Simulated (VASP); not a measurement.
# Ni (Im-3m) in VASP: a series of runs

Ni is run at these levels: LDA; tasks: single point.

All numbers are computed with VASP 6.6.1; they aren't measurements. Logs are shortened: lines on timing, memory, paths and dates and some standing lists are left out, and cuts for length are marked.

### 1 The cell of the first run

Symmetry: Im-3m, No. 229, cubic system. The conventional cell has a = 2.730 Å, b = 2.730 Å, c = 2.730 Å, α = 90.00°, β = 90.00°, γ = 90.00°. Ni (site symmetry m-3m) has 14 Ni at 2.36 to 2.73 Å within 3.1 Å.

This isn't the form of Ni at room conditions, which is fcc.

### 2 Single point, LDA, collinear spin, ferromagnetic start

INCAR

```
SYSTEM = Ni
ALGO = Normal
EDIFF = 1E-6
ENCUT = 600
GGA_COMPAT = .FALSE.
ISIF = 2
ISMEAR = -1
ISPIN = 2
LASPH = .TRUE.
LCHARG = .FALSE.
LMAXMIX = 4
LORBIT = 11
LREAL = .FALSE.
LWAVE = .FALSE.
MAGMOM = 2
NBANDS = 15
NELM = 200
PREC = Accurate
SIGMA = 0.15
```

KPOINTS

```
k-points
0
G
  14 14 14
  0 0 0
```

POSCAR

```
Ni
1.0
   -1.3650187886      1.3650187886      1.3650187886
    1.3650187886     -1.3650187886      1.3650187886
    1.3650187886      1.3650187886     -1.3650187886
Ni
1
Direct
    0.0000000000      0.0000000000      0.0000000000
```

Potentials or basis: VASP PAW LDA potentials, release 64 (Ni).

The run is started by

```console
> cat potpaw_LDA.64/Ni/POTCAR > POTCAR
> mpirun -np 1 vasp_std > vasp.out
```

OUTCAR:

```text
SYSTEM = Ni
   EDIFF = 1E-6
   ENCUT = 600
   ISIF = 2
   ISMEAR = -1
   ISPIN = 2
   LASPH = .TRUE.
   LORBIT = 11
   LREAL = .FALSE.
   NELM = 200
   PREC = Accurate

 ion  position               nearest neighbor table
   1  0.000  0.000  0.000-

  LATTYP: Found a body centered cubic cell.
 ALAT       =     2.7300375772

  Lattice vectors:

 A1 = (  -1.3650187886,   1.3650187886,   1.3650187886)
 A2 = (   1.3650187886,  -1.3650187886,   1.3650187886)
 A3 = (   1.3650187886,   1.3650187886,  -1.3650187886)

Analysis of symmetry for initial positions (statically):
=====================================================================
 Subroutine PRICEL returns:
 Original cell was already a primitive cell.

 Routine SETGRP: Setting up the symmetry group for a
 body centered cubic supercell.

 Subroutine GETGRP returns: Found 48 space group operations
 (whereof 48 operations were pure point group operations)
 out of a pool of 48 trial point group operations.

The static configuration has the point symmetry O_h .

Analysis of symmetry for dynamics (positions and initial velocities):
=====================================================================
 Subroutine PRICEL returns:
 Original cell was already a primitive cell.

 Routine SETGRP: Setting up the symmetry group for a
 body centered cubic supercell.

 Subroutine GETGRP returns: Found 48 space group operations
 (whereof 48 operations were pure point group operations)
 out of a pool of 48 trial point group operations.

The dynamic configuration has the point symmetry O_h .

Analysis of structural, dynamic, and magnetic symmetry:
=====================================================================
 Subroutine PRICEL returns:
 Original cell was already a primitive cell.

 Routine SETGRP: Setting up the symmetry group for a
 body centered cubic supercell.

 Subroutine GETGRP returns: Found 48 space group operations
 (whereof 48 operations were pure point group operations)
 out of a pool of 48 trial point group operations.

The overall configuration has the point symmetry O_h .

 Subroutine INISYM returns: Found 48 space group operations
 (whereof 48 operations are pure point group operations),
 and found     1 'primitive' translations

----------------------------------------------------------------------------------------

                                     Primitive cell

  volume of cell :      10.1736

  direct lattice vectors                    reciprocal lattice vectors
    -1.365018789  1.365018789  1.365018789     0.000000000  0.366295324  0.366295324
     1.365018789 -1.365018789  1.365018789     0.366295324  0.000000000  0.366295324
     1.365018789  1.365018789 -1.365018789     0.366295324  0.366295324  0.000000000

  length of vectors
     2.364281895  2.364281895  2.364281895     0.518019816  0.518019816  0.518019816

  position of ions in fractional coordinates (direct lattice)
     0.000000000  0.000000000  0.000000000

  ion indices of the primitive-cell ions
   primitive index   ion index
                 1           1

----------------------------------------------------------------------------------------

 KPOINTS: k-points

Automatic generation of k-mesh.
 Grid dimensions read from file:
 generate k-points for:   14   14   14

 Generating k-lattice:

  Cartesian coordinates                     Fractional coordinates (reciprocal lattice)
     0.000000000  0.026163952  0.026163952     0.071428571  0.000000000  0.000000000
     0.026163952  0.000000000  0.026163952     0.000000000  0.071428571  0.000000000
     0.026163952  0.026163952  0.000000000     0.000000000  0.000000000  0.071428571

  Length of vectors
     0.037001415  0.037001415  0.037001415

  Shift w.r.t. Gamma in fractional coordinates (k-lattice)
     0.000000000  0.000000000  0.000000000

 Subroutine IBZKPT returns following result:
 ===========================================

 Found    104 irreducible k-points:

 Following reciprocal coordinates:
            Coordinates               Weight
  0.000000  0.000000  0.000000      1.000000
  0.071429  0.000000  0.000000     12.000000
  0.142857  0.000000  0.000000     12.000000
  0.214286  0.000000  0.000000     12.000000
  0.285714  0.000000  0.000000     12.000000
  0.357143  0.000000  0.000000     12.000000
[... 16 lines left out ...]
  0.285714  0.285714  0.000000     24.000000
  0.357143  0.285714  0.000000     24.000000
 [... further k-points ...]
   k-points           NKPTS =    104   k-points in BZ     NKDIM =    104   number of bands    NBANDS=     15
   number of dos      NEDOS =    301   number of ions     NIONS =      1
   total plane-waves  NPLWV =   8000
   dimension x,y,z NGX =    20 NGY =   20 NGZ =   20
   dimension x,y,z NGXF=    40 NGYF=   40 NGZF=   40
   ions per type =               1
   NGX,Y,Z   is equivalent  to a cutoff of  14.06, 14.06, 14.06 a.u.
   NGXF,Y,Z  is equivalent  to a cutoff of  28.13, 28.13, 28.13 a.u.
 SYSTEM =  Ni
   PREC   = accura    normal or accurate (medium, high low for compatibility)
   ISTART =      0    job   : 0-new  1-cont  2-samecut
   ICHARG =      2    charge: 1-file 2-atom 10-const
   ISPIN  =      2    spin polarized calculation?
   LNONCOLLINEAR =      F non collinear calculations
   LSORBIT =      F    spin-orbit coupling
   LASPH  =      T    aspherical Exc in radial PAW
   ENCUT  =  600.0 eV  44.10 Ry    6.64 a.u.   4.72  4.72  4.72*2*pi/ulx,y,z
   NELM   =    200;   NELMIN=  2; NELMDL= -5     # of ELM steps
   EDIFF  = 0.1E-05   stopping-criterion for ELM
   LREAL  =      F    real-space projection
   EDIFFG = 0.1E-04   stopping-criterion for IOM
   NSW    =      0    number of steps for IOM
   IBRION =     -1    ionic relax: 0-MD 1-quasi-New 2-CG
   NFREE  =      0    steps in history (QN), initial steepest desc. (CG)
   ISIF   =      2    stress and relaxation
   ISYM   =      2    0-nonsym 1-usesym 2-fastsym
   POTIM  = 0.5000    time-step for ionic-motion
   TEBEG  =    0.0;   TEEND  =   0.0 temperature during run
   PSTRESS=    0.0 pullay stress
   NELECT =      10.0000    total number of electrons
   NUPDOWN=      -1.0000    fix difference up-down
   EMIN   =  10.00;   EMAX   =-10.00  energy-range for DOS
   EFERMI =   0.00;   METHOD = LEGACY
   ISMEAR =    -1;   SIGMA  =   0.15  broadening in eV -4-tet -1-fermi 0-gaus
   EFERMI_NEDOS =   21; number of points for ismear=-14 and -15
   IALGO  =     38    algorithm
   IMIX   =      4    mixing-type and parameters
     AMIX     =   0.40;   BMIX     =  1.00
     AMIX_MAG =   1.60;   BMIX_MAG =  1.00
  volume/ion in A,a.u.               =      10.17        68.66
  Fermi-wavevector in a.u.,A,eV,Ry     =   1.627732  3.075967 36.048787  2.649511
  Thomas-Fermi vector in A             =   2.720479
   LORBIT       =     11    0 simple, 1 ext, 2 COOP (PROOUT), +10 PAW based schemes
   GGA     = CA    functional components
   LHFCALC =     F    Hartree Fock is set to
   AEXX    =    0.0000 exact exchange contribution
   IVDW    =     0    specifies the selected vdW correction
   LEPSILON=     F    determine dielectric tensor
   LRPA    =     F    only Hartree local field effects (RPA)
 spin polarized calculation
  energy-cutoff  :      600.00
  volume of cell :       10.17
 maximum number of plane-waves:       370
   NGX =  9   NGY =  9   NGZ =  9

 number of electron      10.0000009 magnetization       0.0294992

 Free energy of the ion-electron system (eV)
  ---------------------------------------------------
  ext. energy  EPLUGINS =         0.00000000
  ---------------------------------------------------
  free energy    TOTEN  =        -6.54989888 eV

  energy without entropy =       -6.40904055  energy(sigma->0) =       -6.47946972

 E-fermi :   9.8950     XC(G=0): -14.0130

 val. band max:        9.8861537955   @ k =  -0.2143   0.2143   0.2143
 cond. band min:       9.8988986300   @ k =  -0.4286   0.4286   0.3571
 fundamental gap:      0.0127448345
 Fermi energy:         9.8950344046

 spin component 1

 k-point     1 :       0.0000    0.0000    0.0000
  band No.  band energies     occupation
      1       0.5838      1.00000
      2       7.7326      1.00000
      3       7.7326      1.00000
      4       7.7326      1.00000
      5       9.2313      0.98817
      6       9.2313      0.98817
      7      37.0991      0.00000
      8      37.0991      0.00000
      9      37.0991      0.00000
     10      42.4972      0.00000
     11      42.4972      0.00000
     12      43.9616      0.00000
     13      43.9616      0.00000
     14      43.9616      0.00000
     15      44.5505      0.00000
[... 397 lines left out ...]
 k-point    24 :       0.3571    0.2857    0.0000
  band No.  band energies     occupation
      1       6.2643      1.00000
      2       6.8131      1.00000
      3       7.1474      1.00000
      4       9.2734      0.98439
      5       9.4468      0.95205
      6      15.5786      0.00000
      7      17.4392      0.00000
      8      19.9171      0.00000
      9      29.9041      0.00000
     10      39.6614      0.00000
     11      41.3803      0.00000
     12      48.2601      0.00000
     13      51.9713      0.00000
     14      55.5444      0.00000
     15      57.0513      0.00000

 [... further k-points ...]

 spin component 2

 k-point     1 :       0.0000    0.0000    0.0000
  band No.  band energies     occupation
      1       0.5868      1.00000
      2       7.7618      1.00000
      3       7.7618      1.00000
      4       7.7618      1.00000
      5       9.2595      0.98576
      6       9.2595      0.98576
      7      37.0993      0.00000
      8      37.0993      0.00000
      9      37.0993      0.00000
     10      42.4998      0.00000
     11      42.4998      0.00000
     12      43.9713      0.00000
     13      43.9713      0.00000
     14      43.9713      0.00000
     15      44.5605      0.00000
[... 397 lines left out ...]
 k-point    24 :       0.3571    0.2857    0.0000
  band No.  band energies     occupation
      1       6.2873      1.00000
      2       6.8354      1.00000
      3       7.1677      1.00000
      4       9.3029      0.98106
      5       9.4766      0.94210
      6      15.5930      0.00000
      7      17.4533      0.00000
      8      19.9279      0.00000
      9      29.9110      0.00000
     10      39.6653      0.00000
     11      41.3836      0.00000
     12      48.2709      0.00000
     13      51.9824      0.00000
     14      55.5754      0.00000
     15      57.0557      0.00000

 [... further k-points ...]

------------------------ aborting loop because EDIFF is reached ----------------------------------------

  FORCE on cell =-STRESS in cart. coord.  units (eV):
  Direction    XX          YY          ZZ          XY          YZ          ZX
  --------------------------------------------------------------------------------------
  -------------------------------------------------------------------------------------
  Total       -0.1134760     -0.1134760     -0.1134760      0.0000000      0.0000000     -0.0000000
  in kB      -17.8705806    -17.8705806    -17.8705806      0.0000000      0.0000000     -0.0000000
  external PRESSURE =     -17.8705806 kB  Pullay stress =       0.0000000 kB

 VOLUME and BASIS-vectors are now :
 -----------------------------------------------------------------------------
  energy-cutoff  :      600.00
  volume of cell :       10.17
      direct lattice vectors                 reciprocal lattice vectors
    -1.365018789  1.365018789  1.365018789     0.000000000  0.366295324  0.366295324
     1.365018789 -1.365018789  1.365018789     0.366295324  0.000000000  0.366295324
     1.365018789  1.365018789 -1.365018789     0.366295324  0.366295324  0.000000000

 POSITION                                       TOTAL-FORCE (eV/Angst)
 -----------------------------------------------------------------------------------
      0.00000      0.00000      0.00000         0.000000     -0.000000      0.000000
 -----------------------------------------------------------------------------------
    total drift:                                0.000000     -0.000000      0.000000

  FREE ENERGIE OF THE ION-ELECTRON SYSTEM (eV)
  ---------------------------------------------------
  free  energy   TOTEN  =        -6.5498988784 eV

  energy  without entropy=       -6.4090405521  energy(sigma->0) =       -6.47946972

 total charge

# of ion       s       p       d       tot
------------------------------------------
    1        0.522   0.550   8.377   9.450

 magnetization (x)

# of ion       s       p       d       tot
------------------------------------------
    1       -0.000  -0.001   0.029   0.028
```

It took 52 s on 1 thread of Intel Xeon Platinum 8259CL at 2.50GHz (Skylake/Cascade Lake), shared host; peak memory 0.14 GiB.

What came out:

- Free energy: -6.5499 eV
- Pressure: -1.8 GPa
- Band gap on the k mesh: zero (filled and empty bands overlap)
- Net moment: 0.03 μB per cell
- Site moments: Ni +0.03 μB
- Valence electrons inside the program's atomic spheres: Ni 9.45

Levels at points of the mesh, in eV from the Fermi level:
Spin up:
| k point | band 1 | band 2 | band 3 | band 4 | band 5 | band 6 | band 7 | band 8 | band 9 | band 10 |
| --- | --- | --- | --- | --- | --- | --- | --- | --- | --- | --- |
| (0.00, 0.00, 0.00) | -9.31 | -2.16 | -2.16 | -2.16 | -0.66 | -0.66 | 27.20 | 27.20 | 27.20 | 32.60 |
| (0.50, 0.00, 0.00) | -4.81 | -3.21 | -0.72 | -0.48 | 0.24 | 0.38 | 7.20 | 19.74 | 20.99 | 24.94 |
| (0.50, 0.50, 0.50) | -4.40 | -4.40 | 0.13 | 0.13 | 0.13 | 10.20 | 10.20 | 10.20 | 16.55 | 16.55 |
Spin down:
```csv
k point,band 1,band 2,band 3,band 4,band 5,band 6,band 7,band 8,band 9,band 10
"(0.00, 0.00, 0.00)",-9.31,-2.13,-2.13,-2.13,-0.64,-0.64,27.20,27.20,27.20,32.60
"(0.50, 0.00, 0.00)",-4.80,-3.18,-0.69,-0.46,0.24,0.42,7.22,19.74,21.00,24.95
"(0.50, 0.50, 0.50)",-4.38,-4.38,0.16,0.16,0.16,10.20,10.20,10.20,16.56,16.56
```

### 3 Single point, LDA, collinear spin, ferromagnetic start

This run uses another cell than the first one, of 10.60 Å³/atom.

INCAR

```
ALGO     = Normal         # electronic algorithm
EDIFF    = 1E-6           # SCF threshold, eV
ENCUT    = 600            # plane-wave cutoff, eV
GGA      = CA             # functional
GGA_COMPAT= F            
ISIF     = 2              # what is computed and relaxed
ISMEAR   = -1             # smearing method
ISPIN    = 2              # spin polarisation
LASPH    = T              # aspherical terms in the spheres
LCHARG   = F              # write CHGCAR
LMAXMIX  = 4              # l up to which the mixer works
LORBIT   = 11             # projections on sites
LREAL    = F              # projectors in reciprocal space
LWAVE    = F              # write WAVECAR
MAGMOM   = 2              # initial moments
NBANDS   = 15             # bands
NELM     = 200            # most SCF steps
PREC     = Accurate       # precision mode
SIGMA    = 0.15           # smearing width, eV
```

KPOINTS

```
k-points
0
Gamma
  14 14 14
```

POSCAR

```
Ni
1.0
   -1.3837200000      1.3837200000      1.3837200000
    1.3837200000     -1.3837200000      1.3837200000
    1.3837200000      1.3837200000     -1.3837200000
Ni
1
Direct
    0.0000000000      0.0000000000      0.0000000000
```

Potentials or basis: VASP PAW LDA potentials, release 64 (Ni).

The run is started by

```console
> cat potpaw_LDA.64/Ni/POTCAR > POTCAR
> mpirun -np 1 vasp_std > vasp.out
```

Run time: 44 s. Hardware: 1 thread of Intel Xeon Platinum 8259CL at 2.50GHz (Skylake/Cascade Lake), shared host; peak memory 0.14 GiB.

It converged, with:

- Free energy: -6.5332 eV
- Pressure: -10.5 GPa
- Net moment: 0.14 μB per cell
- Site moments: Ni +0.14 μB
- Valence electrons inside the program's atomic spheres: Ni 9.37

Levels at points of the mesh, in eV from the Fermi level:
Spin up:
| k point | band 3 | band 4 | band 5 | band 6 | band 7 | band 8 |
| --- | --- | --- | --- | --- | --- | --- |
| (0.00, 0.00, 0.00) | -2.10 | -2.10 | -0.69 | -0.69 | 26.78 | 26.78 |
| (0.50, 0.00, 0.00) | -0.75 | -0.52 | 0.28 | 0.29 | 6.84 | 19.37 |
| (0.50, 0.50, 0.50) | 0.05 | 0.05 | 0.05 | 9.93 | 9.93 | 9.93 |
Spin down:
```
           k point  band 2  band 3  band 4  band 5  band 6  band 7  band 8  band 9
(0.00, 0.00, 0.00)   -1.97   -1.97   -1.97   -0.56   -0.56   26.78   26.78   26.78
(0.50, 0.00, 0.00)   -2.96   -0.61   -0.39    0.30    0.44    6.92   19.38   20.38
(0.50, 0.50, 0.50)   -4.09    0.20    0.20    0.20    9.95    9.95    9.95   16.16
```

Caveat: the cell stands under tension.

[end of part 1 of 2]
